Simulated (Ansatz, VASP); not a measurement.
# Mo: VASP beside Ansatz

```
Mo
1.0
     0.00000    2.01030    2.01030
     2.01030    0.00000    2.01030
     2.01030    2.01030    0.00000
Mo
1
Cartesian
  0.0000 0.0000 0.0000
```

Alike in both runs: task single point; functional PBE; k mesh 8 × 8 × 8; occupations gaussian, width 0.05 eV; no spin polarisation.

|  | VASP | Ansatz |
| --- | --- | --- |
| version | VASP 6.6.1 | Ansatz 0.2.0 |
| potentials or method | VASP PAW PBE potentials, release 64 (Mo_sv), cutoff 500 eV | scalar-relativistic, plane waves, PAW |
| valence electrons in the cell | 14 | 14 |

|  | VASP | Ansatz | Ansatz less VASP |
| --- | --- | --- | --- |
| gap on the k mesh at the Fermi level (eV) | none | none | - |
| pressure (GPa) | -2.4 | -2.8 | -0.44 |

A gap of «none» marks a metal or a gap that the smearing closes.
